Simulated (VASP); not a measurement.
Write the native input for VASP 6.6.1 that does the following.

```yaml
Task: single point
Functional: PBE
Dispersion: D3(BJ)
Potentials_or_basis: VASP PAW PBE potentials, release 64 (Se)
Cutoff: 520 eV
k_mesh: 12 × 12 × 8
Occupations: gaussian, width 0.05 eV
Spin: no spin polarisation
Dipole_correction: no
Further_INCAR_settings: ALGO = Normal; EDIFF = 1e-07; NBANDS = 16
```

The structure of Se lies in POSCAR:

```
Se
1.0
    4.2872307579      0.0000000000      0.0000000000
   -2.1436153789      3.7128507482      0.0000000000
    0.0000000000      0.0000000000      4.9864780945
Se
3
Direct
    0.2473450691      0.0000000000      0.3333333333
    0.0000000000      0.2473450691      0.6666666667
    0.7526549309      0.7526549309      0.0000000000
```

One way to write it, as run:

INCAR

```
PREC = Accurate
ENCUT = 520
EDIFF = 1E-7
ISMEAR = 0
SIGMA = 0.05
LREAL = False
LASPH = True
NELM = 80
ALGO = Normal
ISIF = 2
LWAVE = False
LCHARG = False
GGA = PE
IVDW = 12
NBANDS = 16
```

KPOINTS

```
regular mesh
0
Gamma
  12 12 8
```

Potentials or basis: VASP PAW PBE potentials, release 64 (Se).

Run with:

```sh
$ cat potpaw_PBE.64/Se/POTCAR > POTCAR
$ mpirun -np 1 vasp_std > vasp.out
```

Results of the run:

```yaml
Pressure: -2.9 GPa
Largest_force: 0.502 eV/Å
Band_gap_on_the_k_mesh: 0.64 eV (least direct gap 1.05 eV)
Dispersion_energy_per_atom: -0.327 eV
```

Caveat: semilocal functionals underestimate gaps, and a narrow one can read as zero.

Run time: 120 s on 1 thread of Intel(R) Xeon(R) Platinum 8488C (Sapphire Rapids), with other jobs on the host, peak memory 0.28 GiB.
